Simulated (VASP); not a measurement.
Here is a VASP 6.6.1 calculation.

Contents of INCAR:

```
SYSTEM = Mg12Cu
  PREC = Accurate
  ENCUT = 520
  EDIFF = 1E-6
  ISMEAR = -1
  SIGMA = 0.05
  LREAL = .FALSE.
  LASPH = .TRUE.
  NELM = 60
  ALGO = Normal
  ISIF = 2
  LWAVE = .FALSE.
  LCHARG = .FALSE.
  GGA = PE
  IVDW = 12
  NBANDS = 30
```

KPOINTS

```
regular mesh
0
G
  3 2 3
  0 0 0
```

Contents of POSCAR:

```
Mg12Cu
1.0
    6.4200000000      0.0000000000      0.0000000000
   -4.8150000000      8.3398250000      0.0000000000
    0.0000000000      0.0000000000      5.2130400000
Mg Cu
12 1
Direct
    0.0458388361      0.0092256132      0.0001072311
    0.1519536692      0.2467309566      0.5000949542
   -0.0176426649      0.3162037573      0.0000961052
    0.2947465556      0.6247995611      0.5001973896
    0.0176330393      0.6385848624      0.0001645873
    0.1175531194      0.8499831831      0.5001367724
    0.4923264209     -0.0363165894      0.0000237865
    0.5274286354      0.1490074432      0.4999896414
    0.5123526328      0.3310712155      0.0000441201
    0.6692292650      0.5431245859      0.5001049292
    0.5714890382      0.6789770769      0.0001475147
    0.7204437117      0.9210078149      0.5000585071
   -0.0993205745      0.3975567833      0.5001030109
```

Potentials or basis: VASP PAW PBE potentials, release 64 (Mg, Cu).

Run with:

```sh
$ cat potpaw_PBE.64/Mg/POTCAR potpaw_PBE.64/Cu/POTCAR > POTCAR
$ mpirun -np 1 vasp_std > vasp.out
```

Question: Predict the pressure.

Answer: -0.2 GPa.

Question: Estimate the band gap on the k mesh.

Answer: Zero (an odd number of electrons rules out a gap without spin polarisation).

Question: What does it give for the dispersion energy per atom?

Answer: -0.305 eV.

Question: What does it give for the largest force?

Answer: 0.033 eV/Å.

Stress tensor (GPa, compression positive):
```
 1.04  1.19  0.00
 1.19  2.37  0.00
 0.00  0.00 -4.10
```

Caveat: the k points lie up to 0.40 Å⁻¹ apart, too coarse for converged energies and pressures of a metal.
